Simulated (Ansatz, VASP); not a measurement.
La in VASP and in Ansatz

```
La
1.0
     3.75000    0.00000    0.00000
    -1.87500    3.24760    0.00000
     0.00000    0.00000    6.07000
La
2
Direct
  0.33333 0.66667 0.25000
  0.66667 0.33333 0.75000
```

Alike in both runs: task relaxation of cell and atoms; functional PBE; k mesh 10 × 10 × 6; occupations fermi-dirac, width 0.1 eV; no spin polarisation.

```csv
,VASP,Ansatz
version,VASP 6.6.1,Ansatz 0.2.0
potentials or method,"VASP PAW PBE potentials, release 64 (La)","PAW with Ansatz's default frozen-core files, scalar-relativistic"
plane-wave cutoff (eV),600,420
valence electrons in the cell,22,22
```

VASP gave:

- relaxed volume (Å³/atom): 37.83
- relaxed cell length with the largest relative difference (Å): 3.783

Which values does Ansatz return?

Relaxed volume (Å³/atom): 37.71; relaxed cell length with the largest relative difference (Å): 3.778.

Neither program's run includes spin-orbit coupling.
